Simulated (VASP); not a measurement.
Input of a VASP 6.6.1 run:

Contents of INCAR:

```
SYSTEM = Ti
  ALGO = Normal
  EDIFF = 1E-6
  ENCUT = 520
  GGA = RE
  ISIF = 2
  ISMEAR = -1
  ISPIN = 2
  LASPH = .True.
  LCHARG = .False.
  LMAXMIX = 4
  LORBIT = 11
  LREAL = .False.
  LWAVE = .False.
  MAGMOM = 1 1
  NBANDS = 23
  NELM = 150
  PREC = Accurate
  SIGMA = 0.05
```

Contents of KPOINTS:

```
k-points
0
Gamma
  20 20 11
  0 0 0
```

File POSCAR:

```
Ti
1.0
    2.9987656790      0.0000000000      0.0000000000
   -1.4993828395      2.5970072580      0.0000000000
    0.0000000000      0.0000000000      4.7448404589
Ti
2
Direct
    0.3333333333      0.6666666667      0.2500000000
    0.6666666667      0.3333333333      0.7500000000
```

Potentials or basis: VASP PAW PBE potentials, release 64 (Ti_sv).

Run with:

```console
$ cat potpaw_PBE.64/Ti_sv/POTCAR > POTCAR
$ mpirun -np 1 vasp_std > vasp.out
```

Problem. What does it give for the band gap on the k mesh?

Solution. Zero (filled and empty bands overlap).

Problem. Predict the net moment.

Solution. 0.00 μB per cell.

Caveat: the cell stands under tension.
